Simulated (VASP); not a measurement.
# BaTiO3: single point with LDA

Crystal: BaTiO3.

```xyz
5
Lattice="2.8182 1.6271 2.3100 -2.8182 1.6271 2.3100 0.0000 -3.2542 2.3100" Properties=species:S:1:pos:R:3 pbc="T T T"
Ba    0.0000    0.0000    0.0000
Ti    0.0000    0.0000    3.5620
O     0.0000   -1.5942    4.5384
O    -1.3806    0.7971    4.5384
O     1.3806    0.7971    4.5384
```

```json
{
  "Program": "VASP 6.6.1",
  "Task": "single point",
  "Functional": "LDA",
  "Potentials or basis": "VASP PAW LDA potentials, release 64 (Ba_sv, Ti_sv, O)",
  "Cutoff": "520 eV",
  "k mesh": "9 × 9 × 9",
  "Occupations": "fermi-dirac, width 0.05 eV",
  "Spin": "no spin polarisation"
}
```

| Item | Value |
| --- | --- |
| Pressure | -2.2 GPa |
| Largest force | 0.170 eV/Å |
| Band gap on the k mesh | 2.33 eV (least direct gap 2.66 eV) |

Forces in eV/Å, atoms in the order of the input:
```
Ba   0.000  0.000  0.097
Ti   0.000  0.000 -0.130
O    0.000 -0.170  0.011
O   -0.147  0.085  0.011
O    0.147  0.085  0.011
```

Stress tensor (GPa, compression positive):
```
-2.04  0.00  0.00
 0.00 -2.04  0.00
 0.00  0.00 -2.39
```

Levels at points of the mesh, in eV from the valence-band top:
| k point | band 16 | band 17 | band 18 | band 19 | band 20 | band 21 | band 22 | band 23 | band 24 | band 25 |
| --- | --- | --- | --- | --- | --- | --- | --- | --- | --- | --- |
| (0.00, 0.00, 0.00) | -1.30 | -1.07 | -0.48 | -0.34 | -0.34 | 2.33 | 2.33 | 2.46 | 4.59 | 4.59 |

It took 3.4 min on 1 thread of Intel Xeon 8259CL, with other jobs on the host, peak memory 0.26 GiB.

Caveat: spin-orbit coupling is left out, which moves the levels of the heavy elements; an odd mesh through Γ misses points on the zone boundary, where band edges can lie.
